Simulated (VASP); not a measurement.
# Au (Im-3m) in VASP: notebook

Runs on Au. Level: PBE. Tasks: density of states.

Program: VASP 6.6.1. These are calculated values, not measurements. Logs are shortened: lines on timing, memory, paths and dates and some standing lists are left out, and cuts for length are marked.

### Step 1. The cell of the first run

The structure is cubic, space group Im-3m (No. 229). Conventional cell: a = 3.302 Å, b = 3.302 Å, c = 3.302 Å, α = 90.00°, β = 90.00°, γ = 90.00°. Within 3.8 Å of Au (site symmetry m-3m) lie 14 Au at 2.86 to 3.30 Å.

### Step 2. Density of states, PBE

POSCAR reads:

```
Au
1.0
   -1.6509971092      1.6509971092      1.6509971092
    1.6509971092     -1.6509971092      1.6509971092
    1.6509971092      1.6509971092     -1.6509971092
Au
1
Direct
    0.0000000000      0.0000000000      0.0000000000
```

INCAR.step1 reads:

```
ALGO = Normal
EDIFF = 1E-7
ENCUT = 520
GGA = PE
ISIF = 2
ISMEAR = -1
LASPH = T
LCHARG = T
LMAXMIX = 4
LREAL = F
LWAVE = F
NBANDS = 12
NELM = 100
PREC = Accurate
SIGMA = 0.08
```

KPOINTS.step1 reads:

```
k-points
0
Gamma
  16 16 16
```

INCAR.step2 reads:

```
ALGO = Normal
EDIFF = 1E-7
ENCUT = 520
GGA = PE
ICHARG = 11
ISIF = 2
ISMEAR = -5
LASPH = T
LCHARG = F
LMAXMIX = 4
LORBIT = 11
LREAL = F
LWAVE = F
NBANDS = 12
NEDOS = 1001
NELM = 100
PREC = Accurate
SIGMA = 0.08
```

KPOINTS.step2 reads:

```
k-points
0
Gamma
  24 24 24
```

Potentials or basis: VASP PAW PBE potentials, release 64 (Au).

Command:

```
$ cat potpaw_PBE.64/Au/POTCAR > POTCAR
$ cp INCAR.step1 INCAR
$ cp KPOINTS.step1 KPOINTS
$ mpirun -np 1 vasp_std > vasp.out
$ cp INCAR.step2 INCAR
$ cp KPOINTS.step2 KPOINTS
$ mpirun -np 1 vasp_std > vasp.out
```

OUTCAR:

```text
EDIFF = 1E-7
   ENCUT = 520
   GGA = PE
   ICHARG = 11
   ISIF = 2
   ISMEAR = -5
   LASPH = T
   LORBIT = 11
   LREAL = F
   NELM = 100
   PREC = Accurate

 ion  position               nearest neighbor table
   1  0.000  0.000  0.000-

  LATTYP: Found a body centered cubic cell.
 ALAT       =     3.3019942184

  Lattice vectors:

 A1 = (  -1.6509971092,   1.6509971092,   1.6509971092)
 A2 = (   1.6509971092,  -1.6509971092,   1.6509971092)
 A3 = (   1.6509971092,   1.6509971092,  -1.6509971092)

Analysis of symmetry for initial positions (statically):
=====================================================================
 Subroutine PRICEL returns:
 Original cell was already a primitive cell.

 Routine SETGRP: Setting up the symmetry group for a
 body centered cubic supercell.

 Subroutine GETGRP returns: Found 48 space group operations
 (whereof 48 operations were pure point group operations)
 out of a pool of 48 trial point group operations.

The static configuration has the point symmetry O_h .

Analysis of symmetry for dynamics (positions and initial velocities):
=====================================================================
 Subroutine PRICEL returns:
 Original cell was already a primitive cell.

 Routine SETGRP: Setting up the symmetry group for a
 body centered cubic supercell.

 Subroutine GETGRP returns: Found 48 space group operations
 (whereof 48 operations were pure point group operations)
 out of a pool of 48 trial point group operations.

The dynamic configuration has the point symmetry O_h .

 Subroutine INISYM returns: Found 48 space group operations
 (whereof 48 operations are pure point group operations),
 and found     1 'primitive' translations

----------------------------------------------------------------------------------------

                                     Primitive cell

  volume of cell :      18.0011

  direct lattice vectors                    reciprocal lattice vectors
    -1.650997109  1.650997109  1.650997109     0.000000000  0.302847290  0.302847290
     1.650997109 -1.650997109  1.650997109     0.302847290  0.000000000  0.302847290
     1.650997109  1.650997109 -1.650997109     0.302847290  0.302847290  0.000000000

  length of vectors
     2.859610876  2.859610876  2.859610876     0.428290745  0.428290745  0.428290745

  position of ions in fractional coordinates (direct lattice)
     0.000000000  0.000000000  0.000000000

  ion indices of the primitive-cell ions
   primitive index   ion index
                 1           1

----------------------------------------------------------------------------------------

 KPOINTS: k-points

Automatic generation of k-mesh.
 Grid dimensions read from file:
 generate k-points for:   24   24   24

 Generating k-lattice:

  Cartesian coordinates                     Fractional coordinates (reciprocal lattice)
     0.000000000  0.012618637  0.012618637     0.041666667  0.000000000  0.000000000
     0.012618637  0.000000000  0.012618637     0.000000000  0.041666667  0.000000000
     0.012618637  0.012618637  0.000000000     0.000000000  0.000000000  0.041666667

  Length of vectors
     0.017845448  0.017845448  0.017845448

  Shift w.r.t. Gamma in fractional coordinates (k-lattice)
     0.000000000  0.000000000  0.000000000

 TETIRR: Found  16469 inequivalent tetrahedra from    82944

 Subroutine IBZKPT returns following result:
 ===========================================

 Found    413 irreducible k-points:

 Following reciprocal coordinates:
            Coordinates               Weight
  0.000000  0.000000  0.000000      1.000000
  0.041667  0.000000  0.000000     12.000000
  0.083333  0.000000  0.000000     12.000000
  0.125000  0.000000  0.000000     12.000000
  0.166667  0.000000  0.000000     12.000000
  0.208333  0.000000  0.000000     12.000000
[... 16 lines left out ...]
  0.416667  0.041667 -0.000000     48.000000
  0.458333  0.041667  0.000000     48.000000
 [... further k-points ...]
   k-points           NKPTS =    413   k-points in BZ     NKDIM =    413   number of bands    NBANDS=     12
   number of dos      NEDOS =   1001   number of ions     NIONS =      1
   total plane-waves  NPLWV =  13824
   dimension x,y,z NGX =    24 NGY =   24 NGZ =   24
   dimension x,y,z NGXF=    48 NGYF=   48 NGZF=   48
   ions per type =               1
   NGX,Y,Z   is equivalent  to a cutoff of  13.95, 13.95, 13.95 a.u.
   NGXF,Y,Z  is equivalent  to a cutoff of  27.91, 27.91, 27.91 a.u.
 SYSTEM =  unknown system
   PREC   = accura    normal or accurate (medium, high low for compatibility)
   ISTART =      0    job   : 0-new  1-cont  2-samecut
   ICHARG =     11    charge: 1-file 2-atom 10-const
   ISPIN  =      1    spin polarized calculation?
   LNONCOLLINEAR =      F non collinear calculations
   LSORBIT =      F    spin-orbit coupling
   LASPH  =      T    aspherical Exc in radial PAW
   ENCUT  =  520.0 eV  38.22 Ry    6.18 a.u.   5.32  5.32  5.32*2*pi/ulx,y,z
   NELM   =    100;   NELMIN=  2; NELMDL=  0     # of ELM steps
   EDIFF  = 0.1E-06   stopping-criterion for ELM
   LREAL  =      F    real-space projection
   EDIFFG = 0.1E-05   stopping-criterion for IOM
   NSW    =      0    number of steps for IOM
   IBRION =     -1    ionic relax: 0-MD 1-quasi-New 2-CG
   NFREE  =      0    steps in history (QN), initial steepest desc. (CG)
   ISIF   =      2    stress and relaxation
   ISYM   =      2    0-nonsym 1-usesym 2-fastsym
   POTIM  = 0.5000    time-step for ionic-motion
   TEBEG  =    0.0;   TEEND  =   0.0 temperature during run
   PSTRESS=    0.0 pullay stress
   NELECT =      11.0000    total number of electrons
   NUPDOWN=      -1.0000    fix difference up-down
   EMIN   =  10.00;   EMAX   =-10.00  energy-range for DOS
   EFERMI =   0.00;   METHOD = LEGACY
   ISMEAR =    -5;   SIGMA  =   0.08  broadening in eV -4-tet -1-fermi 0-gaus
   EFERMI_NEDOS =   21; number of points for ismear=-14 and -15
   IALGO  =     38    algorithm
   IMIX   =      4    mixing-type and parameters
     AMIX     =   0.40;   BMIX     =  1.00
     AMIX_MAG =   1.60;   BMIX_MAG =  1.00
  volume/ion in A,a.u.               =      18.00       121.48
  Fermi-wavevector in a.u.,A,eV,Ry     =   1.389226  2.625256 26.258530  1.929948
  Thomas-Fermi vector in A             =   2.513276
   LORBIT       =     11    0 simple, 1 ext, 2 COOP (PROOUT), +10 PAW based schemes
   GGA     = PE    functional components
   LHFCALC =     F    Hartree Fock is set to
   AEXX    =    0.0000 exact exchange contribution
   IVDW    =     0    specifies the selected vdW correction
   LEPSILON=     F    determine dielectric tensor
   LRPA    =     F    only Hartree local field effects (RPA)
 non-spin polarized calculation
 Fermi weights with tetrahedron method with Bloechl corrections
  energy-cutoff  :      520.00
  volume of cell :       18.00
 maximum number of plane-waves:       498
 NGX is ok and might be reduce to    24

 number of electron      10.9999999 magnetization

 Free energy of the ion-electron system (eV)
  ---------------------------------------------------
  ext. energy  EPLUGINS =         0.00000000
  ---------------------------------------------------
  free energy    TOTEN  =        -3.20035126 eV

  energy without entropy =       -3.20035126  energy(sigma->0) =       -3.20035126

 E-fermi :   8.5913     XC(G=0): -12.3938

 val. band max:        8.5319231938   @ k =  -0.2917   0.4583   0.0833
 cond. band min:       8.5852584405   @ k =  -0.4167   0.4167   0.1667
 fundamental gap:      0.0533352466
 Fermi energy:         8.5913272464

 k-point     1 :       0.0000    0.0000    0.0000
  band No.  band energies     occupation
      1      -0.6922      2.00000
      2       4.0048      2.00000
      3       4.0048      2.00000
      4       4.0048      2.00000
      5       5.7752      2.00000
      6       5.7752      2.00000
      7      25.0953      0.00000
      8      25.0953      0.00000
      9      25.0953      0.00000
     10      31.9479      0.00000
     11      31.9479      0.00000
     12      31.9480      0.00000

 k-point     2 :       0.0417    0.0000    0.0000
  band No.  band energies     occupation
      1      -0.6309      2.00000
      2       3.9860      2.00000
      3       4.0068      2.00000
      4       4.0466      2.00000
      5       5.7521      2.00000
      6       5.7763      2.00000
      7      25.0820      0.00000
      8      25.1113      0.00000
      9      25.1710      0.00000
     10      31.0913      0.00000
     11      31.1634      0.00000
     12      31.7166      0.00000

 k-point     3 :       0.0833    0.0000    0.0000
  band No.  band energies     occupation
      1      -0.4493      2.00000
      2       3.9312      2.00000
      3       4.0117      2.00000
      4       4.1711      2.00000
      5       5.6902      2.00000
      6       5.7804      2.00000
      7      24.9772      0.00000
      8      25.1254      0.00000
      9      25.3943      0.00000
     10      29.8509      0.00000
     11      30.0496      0.00000
     12      31.0714      0.00000
[... 286 lines left out ...]
 k-point    23 :       0.4167    0.0417   -0.0000
  band No.  band energies     occupation
      1       1.8712      2.00000
      2       3.0561      2.00000
      3       5.5865      2.00000
      4       5.8851      2.00000
      5       6.7143      2.00000
      6       7.7104      2.07803
      7      12.9933      0.00000
      8      21.0764      0.00000
      9      22.2626      0.00000
     10      29.6076      0.00000
     11      29.9628      0.00000
     12      31.5015      0.00000

 k-point    24 :       0.4583    0.0417    0.0000
  band No.  band energies     occupation
      1       1.8613      2.00000
      2       3.0260      2.00000
      3       5.6279      2.00000
      4       5.8950      2.00000
      5       6.9518      2.00000
      6       8.3685      1.79931
      7      11.9974      0.00000
      8      20.9229      0.00000
      9      21.9792      0.00000
     10      29.7670      0.00000
     11      30.1361      0.00000
     12      31.2770      0.00000

 [... further k-points ...]
[... 5 lines left out ...]
  --------------------------------------------------------------------------------------
  -------------------------------------------------------------------------------------
  Total        0.1059044      0.1059044      0.1059044      0.0000000      0.0000000      0.0000000
  in kB        9.4259623      9.4259623      9.4259623      0.0000000      0.0000000      0.0000000
  external PRESSURE =       9.4259623 kB  Pullay stress =       0.0000000 kB

 VOLUME and BASIS-vectors are now :
 -----------------------------------------------------------------------------
  energy-cutoff  :      520.00
  volume of cell :       18.00
      direct lattice vectors                 reciprocal lattice vectors
    -1.650997109  1.650997109  1.650997109     0.000000000  0.302847290  0.302847290
     1.650997109 -1.650997109  1.650997109     0.302847290  0.000000000  0.302847290
     1.650997109  1.650997109 -1.650997109     0.302847290  0.302847290  0.000000000

 POSITION                                       TOTAL-FORCE (eV/Angst)
 -----------------------------------------------------------------------------------
      0.00000      0.00000      0.00000         0.000000      0.000000      0.000000
 -----------------------------------------------------------------------------------
    total drift:                               -0.000000      0.000000     -0.000000

  FREE ENERGIE OF THE ION-ELECTRON SYSTEM (eV)
  ---------------------------------------------------
  free  energy   TOTEN  =        -3.2003512636 eV

  energy  without entropy=       -3.2003512636  energy(sigma->0) =       -3.20035126

 total charge

# of ion       s       p       d       tot
------------------------------------------
    1        0.531   0.314   8.758   9.604
```

It took 1.8 min on 1 thread of Intel Xeon 8259CL, shared host; peak memory 0.23 GiB.

Results:

```
Valence electrons inside the program's atomic spheres : Au 9.60
```

Levels at points of the mesh, in eV from the Fermi level:
```
           k point  band 3  band 4  band 5  band 6  band 7  band 8
(0.00, 0.00, 0.00)   -4.59   -4.59   -2.82   -2.82   16.50   16.50
(0.50, 0.00, 0.00)   -2.95   -2.64   -1.42   -0.40    3.26   12.35
(0.50, 0.50, 0.50)   -1.76   -1.76   -1.76    6.26    6.26    6.26
```

Caveat: spin-orbit coupling is left out, which moves the levels of the heavy elements; tetrahedron occupations give inexact forces and stress in metals.

(Part 1 of 2 ends here.)
